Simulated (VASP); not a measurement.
# Mg (I4/mmm) in VASP: further runs

Runs on Mg. Level: PBE. Tasks: single point.

All numbers are computed with VASP 6.6.1; they aren't measurements. Logs are shortened: lines on timing, memory, paths and dates and some standing lists are left out, and cuts for length are marked.

## (1) The cell of the first run

It takes space group I4/mmm (No. 139, tetragonal). Conventional cell: a = 3.672 Å, b = 3.672 Å, c = 3.359 Å, α = 90.00°, β = 90.00°, γ = 90.00°. Mg (site symmetry 4/mmm) has 14 Mg at 3.09 to 3.67 Å within 4.1 Å.

## (2) Single point, PBE

Input file INCAR:

```
ALGO = Normal ; EDIFF = 1E-6
ENCUT = 600 ; GGA = PE
GGA_COMPAT = F ; ISIF = 2
ISMEAR = 0 ; LASPH = T
LCHARG = F ; LREAL = F
LWAVE = F ; NBANDS = 7
NELM = 120 ; PREC = Accurate
SIGMA = 0.06802846561497
```

Input file KPOINTS:

```
k-points
0
Gamma
  10 10 10
```

Input file POSCAR:

```
Mg
1.0
   -1.8359916300      1.8359916300      1.6794040200
    1.8359916300     -1.8359916300      1.6794040200
    1.8359916300      1.8359916300     -1.6794040200
Mg
1
Direct
    0.0000000000      0.0000000000      0.0000000000
```

Potentials or basis: VASP PAW PBE potentials, release 64 (Mg).

Started as:

```
$ cat potpaw_PBE.64/Mg/POTCAR > POTCAR
$ mpirun -np 1 vasp_std > vasp.out
```

OUTCAR:

```text
EDIFF = 1E-6
   ENCUT = 600
   GGA = PE
   ISIF = 2
   ISMEAR = 0
   LASPH = T
   LREAL = F
   NELM = 120
   PREC = Accurate

 ion  position               nearest neighbor table
   1  0.000  0.000  0.000-

  LATTYP: Found a body centered tetragonal cell.
 ALAT       =     3.6719832600
 C/A-ratio  =     0.9147122419

  Lattice vectors:

 A1 = (  -1.8359916300,   1.8359916300,   1.6794040200)
 A2 = (   1.8359916300,  -1.8359916300,   1.6794040200)
 A3 = (   1.8359916300,   1.8359916300,  -1.6794040200)

Analysis of symmetry for initial positions (statically):
=====================================================================
 Subroutine PRICEL returns:
 Original cell was already a primitive cell.

 Routine SETGRP: Setting up the symmetry group for a
 body centered tetragonal supercell.

 Subroutine GETGRP returns: Found 16 space group operations
 (whereof 16 operations were pure point group operations)
 out of a pool of 16 trial point group operations.

The static configuration has the point symmetry D_4h.

Analysis of symmetry for dynamics (positions and initial velocities):
=====================================================================
 Subroutine PRICEL returns:
 Original cell was already a primitive cell.

 Routine SETGRP: Setting up the symmetry group for a
 body centered tetragonal supercell.

 Subroutine GETGRP returns: Found 16 space group operations
 (whereof 16 operations were pure point group operations)
 out of a pool of 16 trial point group operations.

The dynamic configuration has the point symmetry D_4h.

 Subroutine INISYM returns: Found 16 space group operations
 (whereof 16 operations are pure point group operations),
 and found     1 'primitive' translations

----------------------------------------------------------------------------------------

                                     Primitive cell

  volume of cell :      22.6442

  direct lattice vectors                    reciprocal lattice vectors
    -1.835991630  1.835991630  1.679404020     0.000000000  0.272332396  0.297724665
     1.835991630 -1.835991630  1.679404020     0.272332396  0.000000000  0.297724665
     1.835991630  1.835991630 -1.679404020     0.272332396  0.272332396  0.000000000

  length of vectors
     3.092269133  3.092269133  3.092269133     0.403490905  0.403490905  0.385136168

  position of ions in fractional coordinates (direct lattice)
     0.000000000  0.000000000  0.000000000

  ion indices of the primitive-cell ions
   primitive index   ion index
                 1           1

----------------------------------------------------------------------------------------

 KPOINTS: k-points

Automatic generation of k-mesh.
 Grid dimensions read from file:
 generate k-points for:   10   10   10

 Generating k-lattice:

  Cartesian coordinates                     Fractional coordinates (reciprocal lattice)
     0.000000000  0.027233240  0.029772467     0.100000000  0.000000000 -0.000000000
     0.027233240  0.000000000  0.029772467     0.000000000  0.100000000 -0.000000000
     0.027233240  0.027233240  0.000000000     0.000000000  0.000000000  0.100000000

  Length of vectors
     0.040349091  0.040349091  0.038513617

  Shift w.r.t. Gamma in fractional coordinates (k-lattice)
     0.000000000  0.000000000  0.000000000

 Subroutine IBZKPT returns following result:
 ===========================================

 Found    102 irreducible k-points:

 Following reciprocal coordinates:
            Coordinates               Weight
  0.000000  0.000000  0.000000      1.000000
  0.100000  0.000000 -0.000000      8.000000
  0.200000  0.000000 -0.000000      8.000000
  0.300000  0.000000 -0.000000      8.000000
  0.400000  0.000000  0.000000      8.000000
  0.500000  0.000000 -0.000000      4.000000
[... 16 lines left out ...]
  0.300000  0.300000 -0.000000      8.000000
  0.400000  0.300000 -0.000000     16.000000
 [... further k-points ...]
   k-points           NKPTS =    102   k-points in BZ     NKDIM =    102   number of bands    NBANDS=      7
   number of dos      NEDOS =    301   number of ions     NIONS =      1
   total plane-waves  NPLWV =  21952
   dimension x,y,z NGX =    28 NGY =   28 NGZ =   28
   dimension x,y,z NGXF=    56 NGYF=   56 NGZF=   56
   ions per type =               1
   NGX,Y,Z   is equivalent  to a cutoff of  15.05, 15.05, 15.05 a.u.
   NGXF,Y,Z  is equivalent  to a cutoff of  30.11, 30.11, 30.11 a.u.
 SYSTEM =  unknown system
   PREC   = accura    normal or accurate (medium, high low for compatibility)
   ISTART =      0    job   : 0-new  1-cont  2-samecut
   ICHARG =      2    charge: 1-file 2-atom 10-const
   ISPIN  =      1    spin polarized calculation?
   LNONCOLLINEAR =      F non collinear calculations
   LSORBIT =      F    spin-orbit coupling
   LASPH  =      T    aspherical Exc in radial PAW
   ENCUT  =  600.0 eV  44.10 Ry    6.64 a.u.   6.18  6.18  6.18*2*pi/ulx,y,z
   NELM   =    120;   NELMIN=  2; NELMDL= -5     # of ELM steps
   EDIFF  = 0.1E-05   stopping-criterion for ELM
   LREAL  =      F    real-space projection
   EDIFFG = 0.1E-04   stopping-criterion for IOM
   NSW    =      0    number of steps for IOM
   IBRION =     -1    ionic relax: 0-MD 1-quasi-New 2-CG
   NFREE  =      0    steps in history (QN), initial steepest desc. (CG)
   ISIF   =      2    stress and relaxation
   ISYM   =      2    0-nonsym 1-usesym 2-fastsym
   POTIM  = 0.5000    time-step for ionic-motion
   TEBEG  =    0.0;   TEEND  =   0.0 temperature during run
   PSTRESS=    0.0 pullay stress
   NELECT =       2.0000    total number of electrons
   NUPDOWN=      -1.0000    fix difference up-down
   EMIN   =  10.00;   EMAX   =-10.00  energy-range for DOS
   EFERMI =   0.00;   METHOD = LEGACY
   ISMEAR =     0;   SIGMA  =   0.07  broadening in eV -4-tet -1-fermi 0-gaus
   EFERMI_NEDOS =   21; number of points for ismear=-14 and -15
   IALGO  =     38    algorithm
   IMIX   =      4    mixing-type and parameters
     AMIX     =   0.40;   BMIX     =  1.00
     AMIX_MAG =   1.60;   BMIX_MAG =  1.00
  volume/ion in A,a.u.               =      22.64       152.81
  Fermi-wavevector in a.u.,A,eV,Ry     =   0.729065  1.377732  7.231974  0.531535
  Thomas-Fermi vector in A             =   1.820694
   LORBIT       =      0    0 simple, 1 ext, 2 COOP (PROOUT), +10 PAW based schemes
   GGA     = PE    functional components
   LHFCALC =     F    Hartree Fock is set to
   AEXX    =    0.0000 exact exchange contribution
   IVDW    =     0    specifies the selected vdW correction
   LEPSILON=     F    determine dielectric tensor
   LRPA    =     F    only Hartree local field effects (RPA)
 non-spin polarized calculation
 Gauss-broadening in eV      SIGMA  =   0.07
  energy-cutoff  :      600.00
  volume of cell :       22.64
 maximum number of plane-waves:       782
 NGX is ok and might be reduce to    28
   NGX = 13   NGY = 13   NGZ = 13

 number of electron       2.0000000 magnetization

 Free energy of the ion-electron system (eV)
  ---------------------------------------------------
  ext. energy  EPLUGINS =         0.00000000
  ---------------------------------------------------
  free energy    TOTEN  =        -1.47970943 eV

  energy without entropy =       -1.47852251  energy(sigma->0) =       -1.47911597

 E-fermi :   2.7793     XC(G=0):  -8.5356

 val. band max:        2.7536070222   @ k =   0.4000   0.2000  -0.0000
 cond. band min:       2.8129366231   @ k =   0.5000   0.5000   0.3000
 fundamental gap:      0.0593296009
 Fermi energy:         2.7792603564

 k-point     1 :       0.0000    0.0000    0.0000
  band No.  band energies     occupation
      1      -4.2825      2.00000
      2      14.6845      0.00000
      3      16.5405      0.00000
      4      16.5405      0.00000
      5      16.8702      0.00000
      6      17.0919      0.00000
      7      17.0919      0.00000

 k-point     2 :       0.1000    0.0000   -0.0000
  band No.  band energies     occupation
      1      -4.0370      2.00000
      2      13.7857      0.00000
      3      14.0523      0.00000
      4      15.3638      0.00000
      5      15.4847      0.00000
      6      17.3621      0.00000
      7      18.2489      0.00000

 k-point     3 :       0.2000    0.0000   -0.0000
  band No.  band energies     occupation
      1      -3.3042      2.00000
      2      10.5002      0.00000
      3      12.5819      0.00000
      4      13.8201      0.00000
      5      14.1872      0.00000
      6      16.0930      0.00000
      7      19.0328      0.00000

 k-point     4 :       0.3000    0.0000   -0.0000
  band No.  band energies     occupation
      1      -2.0956      2.00000
      2       7.2006      0.00000
      3      11.6682      0.00000
      4      12.6557      0.00000
      5      13.2342      0.00000
      6      15.0433      0.00000
      7      19.8260      0.00000

 k-point     5 :       0.4000    0.0000    0.0000
  band No.  band energies     occupation
      1      -0.4330      2.00000
      2       4.2744      0.00000
      3      11.1093      0.00000
      4      11.9509      0.00000
      5      12.6667      0.00000
      6      14.3449      0.00000
      7      20.9004      0.00000
[... 161 lines left out ...]
 k-point    22 :      -0.2000    0.2000    0.0000
  band No.  band energies     occupation
      1      -3.3907      2.00000
      2       9.2234      0.00000
      3      14.3967      0.00000
      4      14.7010      0.00000
      5      15.8348      0.00000
      6      15.9915      0.00000
      7      17.8164      0.00000

 k-point    23 :       0.3000    0.3000   -0.0000
  band No.  band energies     occupation
      1       2.2299      2.00000
      2       3.7448      0.00000
      3       4.5621      0.00000
      4      10.8519      0.00000
      5      16.2204      0.00000
      6      16.9189      0.00000
      7      21.4378      0.00000

 k-point    24 :       0.4000    0.3000   -0.0000
  band No.  band energies     occupation
      1       1.7348      2.00000
      2       3.7359      0.00000
      3       5.0468      0.00000
      4      11.1061      0.00000
      5      16.3679      0.00000
      6      18.2340      0.00000
      7      19.6440      0.00000

 [... further k-points ...]

------------------------ aborting loop because EDIFF is reached ----------------------------------------

  FORCE on cell =-STRESS in cart. coord.  units (eV):
  Direction    XX          YY          ZZ          XY          YZ          ZX
  --------------------------------------------------------------------------------------
  -------------------------------------------------------------------------------------
  Total        0.0028901      0.0028901      0.2207204      0.0000000     -0.0000000      0.0000000
  in kB        0.2044863      0.2044863     15.6169610      0.0000000     -0.0000000      0.0000000
  external PRESSURE =       5.3419779 kB  Pullay stress =       0.0000000 kB

 VOLUME and BASIS-vectors are now :
 -----------------------------------------------------------------------------
  energy-cutoff  :      600.00
  volume of cell :       22.64
      direct lattice vectors                 reciprocal lattice vectors
    -1.835991630  1.835991630  1.679404020     0.000000000  0.272332396  0.297724665
     1.835991630 -1.835991630  1.679404020     0.272332396  0.000000000  0.297724665
     1.835991630  1.835991630 -1.679404020     0.272332396  0.272332396  0.000000000

 POSITION                                       TOTAL-FORCE (eV/Angst)
 -----------------------------------------------------------------------------------
      0.00000      0.00000      0.00000         0.000000      0.000000     -0.000000
 -----------------------------------------------------------------------------------
    total drift:                                0.000000     -0.000000     -0.000000

  FREE ENERGIE OF THE ION-ELECTRON SYSTEM (eV)
  ---------------------------------------------------
  free  energy   TOTEN  =        -1.4797094279 eV

  energy  without entropy=       -1.4785225087  energy(sigma->0) =       -1.47911597
```

Wall time 7.2 s (1 thread of Intel Xeon 6975P-C (Granite Rapids), shared host); peak memory 0.16 GiB.

Results:

```yaml
Free_energy: -1.4797 eV
Pressure: 0.5 GPa
Band_gap_on_the_k_mesh: zero (band 1 reaches 5.94 eV, above the bottom of band 2 at 1.40 eV)
```

## (3) Single point, PBE

Input file INCAR:

```
  ALGO = Normal
  EDIFF = 1E-6
  ENCUT = 600
  GGA = PE
  GGA_COMPAT = False
  ISIF = 2
  ISMEAR = -5
  LASPH = True
  LCHARG = False
  LREAL = False
  LWAVE = False
  NBANDS = 7
  NELM = 120
  PREC = Accurate
  SIGMA = 0.1
```

KPOINTS is that of step 2.

POSCAR is that of step 2.

Potentials or basis: VASP PAW PBE potentials, release 64 (Mg).

Started as:

```
$ cat potpaw_PBE.64/Mg/POTCAR > POTCAR
$ mpirun -np 1 vasp_std > vasp.out
```

Run time: 8.1 s. Hardware: 1 thread of Intel Xeon 6975P-C (Granite Rapids), shared host; peak memory 0.16 GiB.

The run converged. Its results:

```yaml
Free_energy: -1.4817 eV
Pressure: 0.1 GPa
Band_gap_on_the_k_mesh: zero (band 1 reaches 5.94 eV, above the bottom of band 2 at 1.39 eV)
```

Levels at points of the mesh, in eV from the Fermi level:
| k point | band 1 | band 2 | band 3 | band 4 | band 5 | band 6 |
| --- | --- | --- | --- | --- | --- | --- |
| (0.00, 0.00, 0.00) | -7.14 | 11.83 | 13.69 | 13.69 | 14.01 | 14.24 |
| (0.50, 0.00, 0.00) | -1.49 | -0.80 | 8.07 | 8.86 | 9.62 | 11.24 |
| (0.50, 0.50, 0.00) | -1.89 | -1.46 | 9.69 | 10.40 | 11.38 | 11.94 |
| (0.50, 0.50, 0.50) | 3.09 | 3.09 | 3.46 | 4.02 | 5.25 | 7.87 |

Caveat: tetrahedron occupations give inexact forces and stress in metals.

## (4) Single point, PBE

Input file INCAR:

```
SYSTEM = Mg
PREC     = Accurate       ! precision mode
ENCUT    = 600            ! plane-wave cutoff, eV
EDIFF    = 1E-6           ! SCF threshold, eV
ISMEAR   = 0              ! smearing method
SIGMA    = 0.1            ! smearing width, eV
LREAL    = .False.        ! projectors in reciprocal space
LASPH    = .True.         ! aspherical terms in the spheres
NELM     = 120            ! most SCF steps
ALGO     = Normal         ! electronic algorithm
ISIF     = 2              ! what is computed and relaxed
LWAVE    = .False.        ! write WAVECAR
LCHARG   = .False.        ! write CHGCAR
GGA      = PE             ! functional
NBANDS   = 7              ! bands
GGA_COMPAT= .False.
```

Input file KPOINTS:

```
regular mesh
0
Gamma
  10 10 10
  0 0 0
```

POSCAR is that of step 3.

Started as:

```
$ cat potpaw_PBE.64/Mg/POTCAR > POTCAR
$ mpirun -np 1 vasp_std > vasp.out
```

It took 7.2 s on 1 thread of Intel Xeon 6975P-C (Granite Rapids), shared host; peak memory 0.16 GiB.

The run converged. Its results:

```
Free energy            : -1.4804 eV
Pressure               : 0.5 GPa
Band gap on the k mesh : zero (band 1 reaches 5.94 eV, above the bottom of band 2 at 1.40 eV)
```

Stress tensor (GPa, compression positive):
```
0.07 0.00 0.00
0.00 0.07 0.00
0.00 0.00 1.41
```

Levels at points of the mesh, in eV from the Fermi level:
```csv
k point,band 1,band 2,band 3,band 4,band 5
"(0.00, 0.00, 0.00)",-7.06,11.91,13.76,13.76,14.09
"(0.50, 0.00, 0.00)",-1.41,-0.73,8.14,8.94,9.70
"(0.50, 0.50, 0.00)",-1.81,-1.38,9.76,10.48,11.46
"(0.50, 0.50, 0.50)",3.17,3.17,3.53,4.10,5.33
```

## (5) Single point, PBE

Input file INCAR:

```
PREC = Accurate
ENCUT = 600
EDIFF = 1E-6
ISMEAR = 1
SIGMA = 0.17
LREAL = False
LASPH = True
NELM = 120
ALGO = Normal
ISIF = 2
LWAVE = False
LCHARG = False
GGA = PE
NBANDS = 7
GGA_COMPAT = False
```

Input file KPOINTS:

```
regular mesh
0
Gamma
  10 10 10
```

POSCAR is that of step 4.

Started as:

```
$ cat potpaw_PBE.64/Mg/POTCAR > POTCAR
$ mpirun -np 1 vasp_std > vasp.out
```

Run time: 7 s. Hardware: 1 thread of Intel Xeon 6975P-C (Granite Rapids), shared host; peak memory 0.16 GiB.

Results (log left out):

```
Free energy            : -1.4794 eV
Pressure               : 0.5 GPa
Band gap on the k mesh : zero (band 1 reaches 5.94 eV, above the bottom of band 2 at 1.40 eV)
```

Stress tensor (GPa, compression positive):
```
0.07 0.00 0.00
0.00 0.07 0.00
0.00 0.00 1.39
```

Levels at points of the mesh, in eV from the Fermi level:
```
           k point  band 1  band 2  band 3  band 4  band 5  band 6
(0.00, 0.00, 0.00)   -7.06   11.91   13.76   13.76   14.09   14.31
(0.50, 0.00, 0.00)   -1.41   -0.73    8.14    8.94    9.70   11.32
(0.50, 0.50, 0.00)   -1.81   -1.38    9.76   10.48   11.46   12.02
(0.50, 0.50, 0.50)    3.17    3.17    3.53    4.10    5.33    7.95
```

## (6) Overview

```tsv
smearing	gap on the mesh (eV)	pressure (GPa)
gaussian 0.0680285 eV	none	0.5
tetrahedron	none	0.1
gaussian 0.1 eV	none	0.5
methfessel-paxton 0.17 eV	none	0.5
```

Alike in all rows: task single point; level PBE; potentials or basis VASP PAW PBE potentials, release 64 (Mg); no spin polarisation; cell as given; k mesh 10 × 10 × 10; cutoff (eV) 600.

Every run on the cell as given and a fine mesh finds a metal.

Caveats: tetrahedron occupations give inexact forces and stress in metals (some runs).

Total energies depend on the potentials used, so only differences within one code and one set of settings carry meaning.
